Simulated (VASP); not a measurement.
Here is a VASP 6.6.1 calculation.

File INCAR:

```
ALGO = Fast ; EDIFF = 1E-7
ENCUT = 520 ; ISIF = 2
ISMEAR = 0 ; LASPH = T
LCHARG = T ; LELF = T
LREAL = F ; LVHAR = T
LWAVE = F ; NBANDS = 21
NELM = 60 ; PREC = Accurate
SIGMA = 0.15
```

The input KPOINTS:

```
k-points
0
Gamma
  16 16 12
```

Contents of POSCAR:

```
W
1.0
    0.0000000000     -1.9862702900     -1.9862702900
    0.0000000000      1.9862702900     -1.9862702900
    3.9725405800      0.0000000000      0.0000000000
W
2
Direct
    0.5406792572      0.4593207428      0.5000000000
   -0.0406792572      0.0406792572      0.0000000000
```

Potentials or basis: VASP PAW LDA potentials, release 64 (W_sv).

The run is started by

```console
$ cat potpaw_LDA.64/W_sv/POTCAR > POTCAR
$ mpirun -np 1 vasp_std > vasp.out
```

(1) What does it give for the pressure?

(2) What does it give for the largest force?

(3) Estimate the band gap on the k mesh.

## Answers

(1) 8.1 GPa.

(2) 1.245 eV/Å.

(3) zero (bands 14 and 15 overlap by 3.80 eV).

Caveat: the cell differs from its parent crystal (atoms displaced along a vibrational mode); the cell stands under pressure; spin-orbit coupling is left out, which moves the levels of the heavy elements; forces of over 1 eV/Å act on the atoms, so gaps and moduli don't describe the material at rest.
